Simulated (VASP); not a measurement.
# WSe3: single point with PBE

WSe3:

```
W Se
1.0
     6.88204    0.00000    0.00000
     0.00000    6.88204    0.00000
     0.00000    0.00000    5.21523
W Se
2 6
Cartesian
  3.4410 0.0000 4.8050
  0.0000 3.4410 0.4102
  1.7205 5.1615 0.0000
  5.1615 5.1615 0.0000
  5.1615 1.7205 0.0000
  1.7205 1.7205 0.0000
  3.4410 0.0000 2.4943
  0.0000 3.4410 2.7209
```

The cell was generated, and may not be a known phase.

- Program: VASP 6.6.1
- Task: single point
- Functional: PBE
- Potentials or basis: VASP PAW PBE potentials, release 64 (W_sv, Se)
- Cutoff: 520 eV
- k mesh: 4 × 4 × 4
- Occupations: gaussian, width 0.1 eV
- Spin: no spin polarisation
- Dipole correction: no
- Further INCAR settings: ALGO = Normal; EDIFF = 1e-07; NBANDS = 42

```json
{"Pressure": "0.1 GPa", "Largest force": "0.028 eV/Å", "Band gap on the k mesh": "zero (bands 32 and 33 overlap by 0.78 eV)"}
```

Forces on the atoms (eV/Å):
```
W    0.000  0.000  0.028
W    0.000  0.000 -0.028
Se   0.000  0.000  0.000
Se   0.000  0.000  0.000
Se   0.000  0.000  0.000
Se   0.000  0.000  0.000
Se   0.000  0.000  0.010
Se   0.000  0.000 -0.010
```

Stress tensor (GPa, compression positive):
```
-0.12  0.00  0.00
 0.00 -0.12  0.00
 0.00  0.00  0.44
```

Levels at points of the mesh, in eV from the Fermi level:
| k point | band 28 | band 29 | band 30 | band 31 | band 32 | band 33 | band 34 | band 35 | band 36 | band 37 |
| --- | --- | --- | --- | --- | --- | --- | --- | --- | --- | --- |
| (0.00, 0.00, 0.00) | -1.41 | -1.26 | -0.98 | -0.67 | -0.67 | -0.56 | -0.56 | 0.09 | 0.57 | 0.62 |
| (0.50, 0.00, 0.00) | -1.82 | -1.74 | -1.74 | -0.52 | -0.52 | 0.27 | 0.27 | 0.59 | 0.59 | 1.17 |
| (0.50, 0.50, 0.00) | -1.98 | -1.36 | -1.36 | -1.17 | -1.17 | -0.41 | -0.41 | 0.68 | 0.68 | 1.47 |
| (0.00, 0.00, 0.50) | -1.25 | -0.67 | -0.67 | 0.22 | 0.22 | 0.59 | 0.61 | 1.11 | 1.11 | 1.45 |
| (0.50, 0.00, 0.50) | -0.74 | -0.65 | -0.65 | -0.20 | -0.20 | 0.57 | 0.57 | 1.10 | 1.10 | 1.14 |
| (0.50, 0.50, 0.50) | -1.94 | -1.71 | -1.71 | 0.19 | 0.19 | 1.07 | 1.07 | 1.12 | 1.12 | 1.46 |

Run time: 4.3 min on 1 thread of AMD EPYC 7R43 64-Core Processor (Zen 3), on a shared host, peak memory 0.37 GiB.

Caveat: spin-orbit coupling is left out, which moves the levels of the heavy elements.
